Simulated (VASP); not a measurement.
Wanted: the native input for a VASP 6.6.1 run.

* Task: single point
* Functional: r2SCAN
* Potentials or basis: VASP PAW PBE potentials, release 64 (Si, O)
* Cutoff: 520 eV
* k mesh: 6 × 6 × 8
* Occupations: gaussian, width 0.05 eV
* Spin: no spin polarisation
* Dipole correction: no
* Further INCAR settings: ALGO = Normal; EDIFF = 1e-07; NBANDS = 25

The system is SiO2.

```
Si O
1.0
     4.18541    0.00000    0.00000
     0.00000    4.18541    0.00000
     0.00000    0.00000    2.66874
Si O
2 4
Direct
  0.50000 0.50000 0.50000
  0.00000 0.00000 0.00000
  0.69389 0.69389 0.00000
  0.19389 0.80611 0.50000
  0.30611 0.30611 0.00000
  0.80611 0.19389 0.50000
```

The input as run:

POSCAR

```
SiO2
1.0
    4.1854060762      0.0000000000      0.0000000000
    0.0000000000      4.1854060762      0.0000000000
    0.0000000000      0.0000000000      2.6687449733
Si O
2 4
Direct
    0.5000000000      0.5000000000      0.5000000000
    0.0000000000      0.0000000000      0.0000000000
    0.6938852014      0.6938852014      0.0000000000
    0.1938852014      0.8061147986      0.5000000000
    0.3061147986      0.3061147986      0.0000000000
    0.8061147986      0.1938852014      0.5000000000
```

INCAR.step1

```
SYSTEM = SiO2
  PREC = Accurate
  ENCUT = 520
  ISMEAR = 0
  SIGMA = 0.05
  LREAL = .FALSE.
  LASPH = .TRUE.
  NELM = 100
  NBANDS = 25
  GGA = PE
  ALGO = Normal
  EDIFF = 1E-4
  LWAVE = .TRUE.
  LCHARG = .FALSE.
```

INCAR.step2

```
SYSTEM = SiO2
  PREC = Accurate
  ENCUT = 520
  EDIFF = 1E-7
  ISMEAR = 0
  SIGMA = 0.05
  LREAL = .FALSE.
  LASPH = .TRUE.
  NELM = 100
  ALGO = Normal
  ISIF = 2
  LWAVE = .FALSE.
  LCHARG = .FALSE.
  METAGGA = R2SCAN
  LMIXTAU = .TRUE.
  NBANDS = 25
  ISTART = 1
```

KPOINTS

```
Automatic mesh
0
G
  6 6 8
  0 0 0
```

Potentials or basis: VASP PAW PBE potentials, release 64 (Si, O).

The run is started by

```sh
$ cat potpaw_PBE.64/Si/POTCAR potpaw_PBE.64/O/POTCAR > POTCAR
$ cp INCAR.step1 INCAR
$ mpirun -np 1 vasp_std > vasp.out
$ cp INCAR.step2 INCAR
$ mpirun -np 1 vasp_std > vasp.out
```

It gave:

```
Pressure               : 0.4 GPa
Largest force          : 0.023 eV/Å
Band gap on the k mesh : 6.51 eV, direct
```

Caveat: the PAW data sets were made with another functional, which shifts forces and pressure a little.

It took 60 s on 1 thread of Intel(R) Xeon(R) 6975P-C (Granite Rapids), on a shared host, peak memory 0.17 GiB.
